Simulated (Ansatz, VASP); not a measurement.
Tl in VASP and in Ansatz

INCAR

```
SYSTEM = Tl
  PREC = Accurate
  ENCUT = 520
  EDIFF = 1E-6
  ISMEAR = 0
  SIGMA = 0.01
  LREAL = .FALSE.
  LASPH = .TRUE.
  NELM = 80
  ALGO = Normal
  ISIF = 2
  LWAVE = .FALSE.
  LCHARG = .TRUE.
  GGA = PE
  LELF = .TRUE.
  LVHAR = .TRUE.
  NBANDS = 20
```

The input KPOINTS:

```
regular mesh
0
G
  10 10 6
  0 0 0
```

POSCAR

```
Tl
1.0
    3.5902820628      0.0000000000      0.0000000000
   -1.7951410314      3.1092754731      0.0000000000
    0.0000000000      0.0000000000      5.6419406004
Tl
2
Direct
    0.3333333333      0.6666666667      0.2500000000
    0.6666666667      0.3333333333      0.7500000000
```

Input for Ansatz:

```yaml
crystal:
  lattice:
    - [3.5902820628, 0.0, 0.0]
    - [-1.7951410314, 3.1092754731, 0.0]
    - [0.0, 0.0, 5.6419406004]
  atoms:
    - { symbol: Tl, position: [0.3333333333, 0.6666666667, 0.25] }
    - { symbol: Tl, position: [0.6666666667, 0.3333333333, 0.75] }
hamiltonian:
  xc: pbe
  pseudopotentials:
    kind: paw
    azcp:
      Tl: "pseudopotentials/Tl.paw.azcp"
basis:
  ecutwfc: 420
  fft_grid_basis: typed
kpoints:
  mp_grid: { grid: [10, 10, 6], shift: [0, 0, 0] }
magnetization:
  spin_polarized: false
scf:
  occupations: { method: gaussian, width: 0.01 }
  lower_state_search: "off"
output:
  stress: true
```

Alike in both runs: task single point; functional PBE; k mesh 10 × 10 × 6; occupations gaussian, width 0.01 eV; no spin polarisation.

|  | VASP | Ansatz |
| --- | --- | --- |
| version | VASP 6.6.1 | Ansatz 0.2.0 |
| potentials or method | VASP PAW PBE potentials, release 64 (Tl_d), cutoff 520 eV | plane waves (420 eV) with PAW, scalar-relativistic |
| valence electrons in the cell | 26 | 26 |

VASP gave:

| Quantity | Value |
| --- | --- |
| pressure (GPa) | -0.1 |
| traceless stress, the component that is largest in VASP (GPa) | 0.17 |

Estimate Ansatz's values.

pressure (GPa): 0.0; traceless stress, the component that is largest in VASP (GPa): 0.17.

Neither program's run includes spin-orbit coupling.
